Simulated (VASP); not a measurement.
# Ta: single point with PBE

The system is Ta.

```xyz
1
Lattice="-1.6513 1.6513 1.6513 1.6513 -1.6513 1.6513 1.6513 1.6513 -1.6513" Properties=species:S:1:pos:R:3 pbc="T T T"
Ta    0.0000    0.0000    0.0000
```

```yaml
Program: VASP 6.6.1
Task: single point
Functional: PBE
Potentials_or_basis: VASP PAW PBE potentials, release 64 (Ta_pv)
Cutoff: 520 eV
k_mesh: 11 × 11 × 11
Occupations: gaussian, width 0.021 eV
Spin: no spin polarisation
Dipole_correction: no
Further_INCAR_settings: ALGO = Normal; EDIFF = 1e-06; NBANDS = 12
```

| Item | Value |
| --- | --- |
| Pressure | 2.2 GPa |

Levels at points of the mesh, in eV from the Fermi level:
| k point | band 2 | band 3 | band 4 | band 5 | band 6 | band 7 | band 8 | band 9 |
| --- | --- | --- | --- | --- | --- | --- | --- | --- |
| (0.00, 0.00, 0.00) | -33.02 | -33.02 | -7.88 | 0.78 | 0.78 | 0.78 | 4.05 | 4.05 |

Wall time 6.9 s on 1 thread of Intel(R) Xeon(R) Platinum 8488C (Sapphire Rapids), with other jobs on the host, peak memory 0.14 GiB.

Caveat: spin-orbit coupling is left out, which moves the levels of the heavy elements.
